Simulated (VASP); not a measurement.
Set up this calculation in VASP 6.6.1, as the native input.

```yaml
Task: single point
Functional: PBEsol
Potentials_or_basis: VASP PAW PBE potentials, release 64 (Al, Ni)
Cutoff: 520 eV
k_mesh: 14 × 14 × 14
Occupations: gaussian, width 0.15 eV
Spin: no spin polarisation
Dipole_correction: no
Further_INCAR_settings: ALGO = Fast; EDIFF = 1e-06; NBANDS = 24
```

The structure of AlNi3 lies in POSCAR:

```
AlNi3
1.0
    0.0000000000      2.7984078593      2.7984078593
    2.7984078593      0.0000000000      2.7984078593
    2.7984078593      2.7984078593      0.0000000000
Al Ni
1 3
Direct
    0.3927961844      0.3927961844      0.5313992706
    0.2500000000      0.2500000000      0.2500000000
    0.0000000000      0.0000000000      0.0000000000
    0.7500000000      0.7500000000      0.7500000000
```

This cell differs from its parent crystal: atom 1 (Al) moved by (-0.300, -0.600) A along [1 1 0] and z.

The input as run:

INCAR

```
  ALGO = Fast
  EDIFF = 1E-6
  ENCUT = 520
  GGA = PS
  ISIF = 2
  ISMEAR = 0
  LASPH = T
  LCHARG = F
  LREAL = F
  LWAVE = F
  NBANDS = 24
  NELM = 60
  PREC = Accurate
  SIGMA = 0.15
```

KPOINTS

```
k-points
0
Gamma
  14 14 14
```

Potentials or basis: VASP PAW PBE potentials, release 64 (Al, Ni).

The run is started by

```bash
$ cat potpaw_PBE.64/Al/POTCAR potpaw_PBE.64/Ni/POTCAR > POTCAR
$ mpirun -np 1 vasp_std > vasp.out
```

It gave:

```json
{
  "Pressure": "23.3 GPa",
  "Largest force": "9.212 eV/Å",
  "Band gap on the k mesh": "zero (an odd number of electrons rules out a gap without spin polarisation)"
}
```

Caveat: the cell differs from its parent crystal (atom 1 (Al) moved by (-0.300, -0.600) A along [1 1 0] and z); the stress differs along the axes, from 15 to 27 GPa; the PAW data sets were made with another functional, which shifts forces and pressure a little.

Run time: 18 min on 1 thread of AMD EPYC 9755 128-Core Processor, on a shared host, peak memory 0.68 GiB.
